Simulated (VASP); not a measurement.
Wanted: the native input for a VASP 6.6.1 run.

```
Task                   : single point
Functional             : PBE
Potentials or basis    : VASP PAW PBE potentials, release 64 (Ca_sv, C, O)
Cutoff                 : 520 eV
k mesh                 : 4 × 4 × 1
Occupations            : gaussian, width 0.1 eV
Spin                   : no spin polarisation
Dipole correction      : yes
Further INCAR settings : ALGO = Normal; EDIFF = 1e-06; NBANDS = 56
```

The structure of Ca8CO lies in POSCAR:

```
Ca8CO
1.0
    7.8132359319      0.0000000000      0.0000000000
    0.0000000000      7.8132359319      0.0000000000
    0.0000000000      0.0000000000     20.6093934330
Ca C O
8 1 1
Direct
    0.2500000000      0.2500000000      0.1940862555
    0.2500000000      0.7500000000      0.1940862555
    0.7500000000      0.2500000000      0.1940862555
    0.7500000000      0.7500000000      0.1940862555
    0.0000000000      0.0000000000      0.3206981057
    0.0000000000      0.5000000000      0.3206981057
    0.5000000000      0.0000000000      0.3206981057
    0.5000000000      0.5000000000      0.3206981057
    0.0554583257      0.7500000000      0.3595153568
    0.4445416743      0.7500000000      0.3595153568
```

One way to write it, as run:

INCAR

```
PREC = Accurate
ENCUT = 520
EDIFF = 1E-6
ISMEAR = 0
SIGMA = 0.1
LREAL = F
LASPH = T
NELM = 60
ALGO = Normal
ISIF = 2
LWAVE = F
LCHARG = F
LDIPOL = T
IDIPOL = 3
DIPOL = 0.5 0.5 0.278
GGA = PE
NBANDS = 56
```

KPOINTS

```
Automatic mesh
0
Gamma
  4 4 1
```

Potentials or basis: VASP PAW PBE potentials, release 64 (Ca_sv, C, O).

Command:

```bash
$ cat potpaw_PBE.64/Ca_sv/POTCAR potpaw_PBE.64/C/POTCAR potpaw_PBE.64/O/POTCAR > POTCAR
$ mpirun -np 1 vasp_std > vasp.out
```

Results of the run:

The largest force is 1.683 eV/Å. The band gap on the k mesh is zero (filled and empty bands touch).

Run time: 23 min on 1 thread of Intel(R) Xeon(R) 6975P-C (Granite Rapids), on a shared host, peak memory 1.3 GiB.
